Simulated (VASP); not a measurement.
Set up this calculation in VASP 6.6.1, as the native input.

```yaml
Task: single point
Functional: PBEsol
Potentials_or_basis: VASP PAW PBE potentials, release 64 (Ba_sv, O)
Cutoff: 600 eV
k_mesh: 8 × 8 × 8
Occupations: gaussian, width 0.02 eV
Spin: no spin polarisation
Dipole_correction: no
Further_INCAR_settings: ALGO = Normal; EDIFF = 1e-06; NBANDS = 15
```

The structure of BaO lies in POSCAR:

```
BaO
1.0
    0.0000000000      2.7450625119      2.7450625119
    2.7450625119      0.0000000000      2.7450625119
    2.7450625119      2.7450625119      0.0000000000
Ba O
1 1
Direct
    0.0000000000      0.0000000000      0.0000000000
    0.5000000000      0.5000000000      0.5000000000
```

The input as run:

INCAR

```
SYSTEM = BaO
  PREC = Accurate
  ENCUT = 600
  EDIFF = 1E-6
  ISMEAR = 0
  SIGMA = 0.02
  LREAL = .False.
  LASPH = .True.
  NELM = 120
  ALGO = Normal
  ISIF = 2
  LWAVE = .False.
  LCHARG = .True.
  GGA = PS
  LELF = .True.
  LVHAR = .True.
  NBANDS = 15
  GGA_COMPAT = .False.
```

KPOINTS

```
regular mesh
0
Gamma
  8 8 8
  0 0 0
```

Potentials or basis: VASP PAW PBE potentials, release 64 (Ba_sv, O).

The run is started by

```bash
$ cat potpaw_PBE.64/Ba_sv/POTCAR potpaw_PBE.64/O/POTCAR > POTCAR
$ mpirun -np 1 vasp_std > vasp.out
```

Results of the run:

```yaml
Pressure: 1.8 GPa
Band_gap_on_the_k_mesh: 1.77 eV
```

Caveat: the PAW data sets were made with another functional, which shifts forces and pressure a little; spin-orbit coupling is left out, which moves the levels of the heavy elements.

Wall time 8 s on 1 thread of Intel(R) Xeon(R) 6975P-C (Granite Rapids), on a shared host, peak memory 0.18 GiB.
